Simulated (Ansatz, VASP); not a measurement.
**InAs3: VASP beside Ansatz**

```
In As
1.0
     0.00000    3.57905    3.57905
     3.57905    0.00000    3.57905
     3.57905    3.57905    0.00000
In As
1 3
Direct
  0.00000 0.00000 0.00000
  0.25000 0.25000 0.25000
  0.75000 0.75000 0.75000
  0.50000 0.50000 0.50000
```

Alike in both runs: task single point; functional PBE; k mesh 4 × 4 × 4; occupations gaussian, width 0.1 eV; no spin polarisation.

```csv
,VASP,Ansatz
version,VASP 6.6.1,Ansatz 0.2.0
potentials or method,"VASP PAW PBE potentials, release 64 (In_d, As), cutoff 520 eV","scalar-relativistic, plane waves, PAW"
valence electrons in the cell,28,58
```

```csv
,VASP,Ansatz,Ansatz less VASP
gap on the k mesh at the Fermi level (eV),none,none,-
pressure (GPa),-6.0,-6.0,0.00
```

A gap of «none» marks a metal or a gap that the smearing closes. VASP's potentials hold 28 valence electrons a cell and Ansatz's 58, so a difference there can come from the potentials and not from the codes.

The k mesh is coarse, so the values compare programs but aren't converged.
